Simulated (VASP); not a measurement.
# Ir (Fm-3m) in VASP: a series of runs, part 2 of 2

VASP 6.6.1.

**3. Single point, r2SCAN+D4**

This run uses another cell than the first one, of 14.13 Å³/atom.

File POSCAR:

```
Ir
1.0
    0.0000000000      1.9190196666      1.9190196666
    1.9190196666      0.0000000000      1.9190196666
    1.9190196666      1.9190196666      0.0000000000
Ir
1
Direct
    0.0000000000      0.0000000000      0.0000000000
```

File INCAR.step1:

```
  PREC = Accurate
  ENCUT = 620
  ISMEAR = -1
  SIGMA = 0.15
  LREAL = False
  LASPH = True
  NELM = 120
  NBANDS = 14
  GGA = PE
  ALGO = Normal
  EDIFF = 1E-5
  LWAVE = True
  LCHARG = False
  GGA_COMPAT = False
```

File INCAR.step2:

```
  PREC = Accurate
  ENCUT = 620
  EDIFF = 1E-6
  ISMEAR = -1
  SIGMA = 0.15
  LREAL = False
  LASPH = True
  NELM = 120
  ALGO = Normal
  ISIF = 2
  LWAVE = False
  LCHARG = False
  METAGGA = R2SCAN
  LMIXTAU = True
  IVDW = 13
  VDW_S6 = 1.0
  VDW_S8 = 0.6018749
  VDW_A1 = 0.51559235
  VDW_A2 = 5.77342911
  NBANDS = 14
  ISTART = 1
  GGA_COMPAT = False
```

File KPOINTS:

```
Automatic mesh
0
Gamma
  13 13 13
```

Potentials or basis: VASP PAW PBE potentials, release 64 (Ir_sv_GW).

Run with:

```
$ cat potpaw_PBE.64/Ir_sv_GW/POTCAR > POTCAR
$ cp INCAR.step1 INCAR
$ mpirun -np 1 vasp_std > vasp.out
$ cp INCAR.step2 INCAR
$ mpirun -np 1 vasp_std > vasp.out
```

OUTCAR:

```text
PREC = Accurate
   ENCUT = 620
   EDIFF = 1E-6
   ISMEAR = -1
   LREAL = False
   LASPH = True
   NELM = 120
   ISIF = 2
   METAGGA = R2SCAN
   IVDW = 13
   ISTART = 1

 ion  position               nearest neighbor table
   1  0.000  0.000  0.000-

  LATTYP: Found a face centered cubic cell.
 ALAT       =     3.8380393332

  Lattice vectors:

 A1 = (   0.0000000000,   1.9190196666,   1.9190196666)
 A2 = (   1.9190196666,   0.0000000000,   1.9190196666)
 A3 = (   1.9190196666,   1.9190196666,   0.0000000000)

Analysis of symmetry for initial positions (statically):
=====================================================================
 Subroutine PRICEL returns:
 Original cell was already a primitive cell.

 Routine SETGRP: Setting up the symmetry group for a
 face centered cubic supercell.

 Subroutine GETGRP returns: Found 48 space group operations
 (whereof 48 operations were pure point group operations)
 out of a pool of 48 trial point group operations.

The static configuration has the point symmetry O_h .

Analysis of symmetry for dynamics (positions and initial velocities):
=====================================================================
 Subroutine PRICEL returns:
 Original cell was already a primitive cell.

 Routine SETGRP: Setting up the symmetry group for a
 face centered cubic supercell.

 Subroutine GETGRP returns: Found 48 space group operations
 (whereof 48 operations were pure point group operations)
 out of a pool of 48 trial point group operations.

The dynamic configuration has the point symmetry O_h .

 Subroutine INISYM returns: Found 48 space group operations
 (whereof 48 operations are pure point group operations),
 and found     1 'primitive' translations

----------------------------------------------------------------------------------------

                                     Primitive cell

  volume of cell :      14.1341

  direct lattice vectors                    reciprocal lattice vectors
     0.000000000  1.919019667  1.919019667    -0.260549701  0.260549701  0.260549701
     1.919019667  0.000000000  1.919019667     0.260549701 -0.260549701  0.260549701
     1.919019667  1.919019667  0.000000000     0.260549701  0.260549701 -0.260549701

  length of vectors
     2.713903639  2.713903639  2.713903639     0.451285320  0.451285320  0.451285320

  position of ions in fractional coordinates (direct lattice)
     0.000000000  0.000000000  0.000000000

  ion indices of the primitive-cell ions
   primitive index   ion index
                 1           1

----------------------------------------------------------------------------------------

 KPOINTS: Automatic mesh

Automatic generation of k-mesh.
 Grid dimensions read from file:
 generate k-points for:   13   13   13

 Generating k-lattice:

  Cartesian coordinates                     Fractional coordinates (reciprocal lattice)
    -0.020042285  0.020042285  0.020042285     0.076923077  0.000000000  0.000000000
     0.020042285 -0.020042285  0.020042285     0.000000000  0.076923077  0.000000000
     0.020042285  0.020042285 -0.020042285     0.000000000  0.000000000  0.076923077

  Length of vectors
     0.034714255  0.034714255  0.034714255

  Shift w.r.t. Gamma in fractional coordinates (k-lattice)
     0.000000000  0.000000000  0.000000000

 Subroutine IBZKPT returns following result:
 ===========================================

 Found     84 irreducible k-points:

 Following reciprocal coordinates:
            Coordinates               Weight
  0.000000  0.000000  0.000000      1.000000
  0.076923  0.000000  0.000000      8.000000
  0.153846  0.000000  0.000000      8.000000
  0.230769  0.000000  0.000000      8.000000
  0.307692  0.000000  0.000000      8.000000
  0.384615  0.000000  0.000000      8.000000
[... 16 lines left out ...]
  0.384615  0.153846  0.000000     24.000000
  0.461538  0.153846  0.000000     24.000000
 [... further k-points ...]
   k-points           NKPTS =     84   k-points in BZ     NKDIM =     84   number of bands    NBANDS=     14
   number of dos      NEDOS =    301   number of ions     NIONS =      1
   total plane-waves  NPLWV =  13824
   dimension x,y,z NGX =    24 NGY =   24 NGZ =   24
   dimension x,y,z NGXF=    48 NGYF=   48 NGZF=   48
   ions per type =               1
   NGX,Y,Z   is equivalent  to a cutoff of  14.70, 14.70, 14.70 a.u.
   NGXF,Y,Z  is equivalent  to a cutoff of  29.40, 29.40, 29.40 a.u.
 SYSTEM =  unknown system
   PREC   = accura    normal or accurate (medium, high low for compatibility)
   ISTART =      1    job   : 0-new  1-cont  2-samecut
   ICHARG =      0    charge: 1-file 2-atom 10-const
   ISPIN  =      1    spin polarized calculation?
   LNONCOLLINEAR =      F non collinear calculations
   LSORBIT =      F    spin-orbit coupling
   LASPH  =      T    aspherical Exc in radial PAW
   ENCUT  =  620.0 eV  45.57 Ry    6.75 a.u.   5.51  5.51  5.51*2*pi/ulx,y,z
   NELM   =    120;   NELMIN=  2; NELMDL=  0     # of ELM steps
   EDIFF  = 0.1E-05   stopping-criterion for ELM
   LREAL  =      F    real-space projection
   EDIFFG = 0.1E-04   stopping-criterion for IOM
   NSW    =      0    number of steps for IOM
   IBRION =     -1    ionic relax: 0-MD 1-quasi-New 2-CG
   NFREE  =      0    steps in history (QN), initial steepest desc. (CG)
   ISIF   =      2    stress and relaxation
   ISYM   =      2    0-nonsym 1-usesym 2-fastsym
   POTIM  = 0.5000    time-step for ionic-motion
   TEBEG  =    0.0;   TEEND  =   0.0 temperature during run
   PSTRESS=    0.0 pullay stress
   NELECT =      17.0000    total number of electrons
   NUPDOWN=      -1.0000    fix difference up-down
   EMIN   =  10.00;   EMAX   =-10.00  energy-range for DOS
   EFERMI =   0.00;   METHOD = LEGACY
   ISMEAR =    -1;   SIGMA  =   0.15  broadening in eV -4-tet -1-fermi 0-gaus
   EFERMI_NEDOS =   21; number of points for ismear=-14 and -15
   IALGO  =     38    algorithm
   IMIX   =      4    mixing-type and parameters
     AMIX     =   0.40;   BMIX     =  1.00
     AMIX_MAG =   1.60;   BMIX_MAG =  1.00
  volume/ion in A,a.u.               =      14.13        95.38
  Fermi-wavevector in a.u.,A,eV,Ry     =   1.741012  3.290035 41.240920  3.031122
  Thomas-Fermi vector in A             =   2.813551
   LORBIT       =      0    0 simple, 1 ext, 2 COOP (PROOUT), +10 PAW based schemes
   METAGGA = R2SCAN    functional components
   LHFCALC =     F    Hartree Fock is set to
   AEXX    =    0.0000 exact exchange contribution
   IVDW    =    13    specifies the selected vdW correction
   LEPSILON=     F    determine dielectric tensor
   LRPA    =     F    only Hartree local field effects (RPA)
 non-spin polarized calculation
  energy-cutoff  :      620.00
  volume of cell :       14.13
 maximum number of plane-waves:       531
 NGX is ok and might be reduce to    24
   NGX = 11   NGY = 11   NGZ = 11

 number of electron      17.0000000 magnetization

 Free energy of the ion-electron system (eV)
  ---------------------------------------------------
  ext. energy  EPLUGINS =         0.00000000
  ---------------------------------------------------
  free energy    TOTEN  =       -52.93894711 eV

  energy without entropy =      -52.86834267  energy(sigma->0) =      -52.90364489

 E-fermi :  12.6849     XC(G=0): -15.9043

 val. band max:       12.6813855619   @ k =   0.3077   0.2308   0.0000
 cond. band min:      12.6850708334   @ k =  -0.3077   0.3077   0.0769
 fundamental gap:      0.0036852714
 Fermi energy:        12.6849119289

 k-point     1 :       0.0000    0.0000    0.0000
  band No.  band energies     occupation
      1     -82.3730      2.00000
      2     -38.1652      2.00000
      3     -38.1652      2.00000
      4     -38.1652      2.00000
      5       1.1707      2.00000
      6       8.6826      2.00000
      7       8.6826      2.00000
      8       8.6826      2.00000
      9      11.3948      1.99963
     10      11.3948      1.99963
     11      26.9402      0.00000
     12      32.7475      0.00000
     13      32.7475      0.00000
     14      32.7475      0.00000
[... 375 lines left out ...]
 k-point    24 :       0.4615    0.1538    0.0000
  band No.  band energies     occupation
      1     -82.2954      2.00000
      2     -38.9071      2.00000
      3     -38.3769      2.00000
      4     -38.3282      2.00000
      5       5.0678      2.00000
      6       7.8753      2.00000
      7       8.9972      2.00000
      8       9.4599      2.00000
      9      13.7009      0.00229
     10      14.9684      0.00000
     11      21.8179      0.00000
     12      28.5902      0.00000
     13      31.5906      0.00000
     14      32.9419      0.00000

 [... further k-points ...]

------------------------ aborting loop because EDIFF is reached ----------------------------------------

  DFT-D4 for vdW energy calculation

  Edisp (eV):   -0.29868

  FORCE on cell =-STRESS in cart. coord.  units (eV):
  Direction    XX          YY          ZZ          XY          YZ          ZX
  --------------------------------------------------------------------------------------
  -------------------------------------------------------------------------------------
  Total      -0.08740    -0.08740    -0.08740     0.00000     0.00000     0.00000
  in kB      -9.90704    -9.90704    -9.90704     0.00000     0.00000     0.00000
  external pressure =       -9.91 kB  Pullay stress =        0.00 kB

 VOLUME and BASIS-vectors are now :
 -----------------------------------------------------------------------------
  energy-cutoff  :      620.00
  volume of cell :       14.13
      direct lattice vectors                 reciprocal lattice vectors
     0.000000000  1.919019667  1.919019667    -0.260549701  0.260549701  0.260549701
     1.919019667  0.000000000  1.919019667     0.260549701 -0.260549701  0.260549701
     1.919019667  1.919019667  0.000000000     0.260549701  0.260549701 -0.260549701

 POSITION                                       TOTAL-FORCE (eV/Angst)
 -----------------------------------------------------------------------------------
      0.00000      0.00000      0.00000         0.000000      0.000000      0.000000
 -----------------------------------------------------------------------------------
    total drift:                                0.000000     -0.000000     -0.000000

  FREE ENERGIE OF THE ION-ELECTRON SYSTEM (eV)
  ---------------------------------------------------
  free  energy   TOTEN  =       -53.2376256061 eV

  energy  without entropy=      -53.1670211734  energy(sigma->0) =      -53.20232339
```

It took 82 s on 1 thread of AMD EPYC 7R13 (Zen 3), shared host; peak memory 0.13 GiB.

What came out:

```yaml
Free_energy: -53.2376 eV
Pressure: -1.0 GPa
Band_gap_on_the_k_mesh: zero (an odd number of electrons rules out a gap without spin polarisation)
Dispersion_energy_per_atom: -0.299 eV
```

Levels at points of the mesh, in eV from the Fermi level:
```
           k point  band 5  band 6  band 7  band 8  band 9  band 10  band 11  band 12
(0.00, 0.00, 0.00)  -11.51   -4.00   -4.00   -4.00   -1.29    -1.29    14.26    20.06
```

Caveat: the PAW data sets were made with another functional, which shifts forces and pressure a little; spin-orbit coupling is left out, which moves the levels of the heavy elements.

The gap in the log of VASP goes by the Fermi energy; the results here count the filled bands.